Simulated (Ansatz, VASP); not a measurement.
# C: VASP beside Ansatz

```
C
1.0
     3.69136    0.00000    0.00000
    -1.84568    3.19681    0.00000
     0.00000    0.00000    2.52990
C
6
Direct
  0.93387 0.16714 0.48455
  0.83286 0.76674 0.15122
  0.23326 0.06613 0.81788
  0.60455 0.50159 0.65368
  0.49841 0.10297 0.32035
  0.89703 0.39545 0.98701
```

Alike in both runs: task single point; functional PBE; k mesh 6 × 6 × 6; occupations gaussian, width 0.1 eV; no spin polarisation.

|  | VASP | Ansatz |
| --- | --- | --- |
| version | VASP 6.6.1 | Ansatz 0.2.0 |
| potentials or method | VASP PAW PBE potentials, release 64 (C), cutoff 520 eV | scalar-relativistic, plane waves, PAW |
| valence electrons in the cell | 24 | 24 |

VASP gave:

| Quantity | Value |
| --- | --- |
| gap on the k mesh at the Fermi level (eV) | none |
| rms of the force components (eV/Å) | 1.612 |

Problem. Which values does Ansatz return?

Solution. gap on the k mesh at the Fermi level (eV): none; rms of the force components (eV/Å): 1.606.

Atom by atom the forces differ by 0.028 eV/Å (rms over components). A gap of «none» marks a metal or a gap that the smearing closes. With one functional, cell and mesh, what is left measures potentials, basis and numerics.

The k mesh is coarse, so the values compare programs but aren't converged.
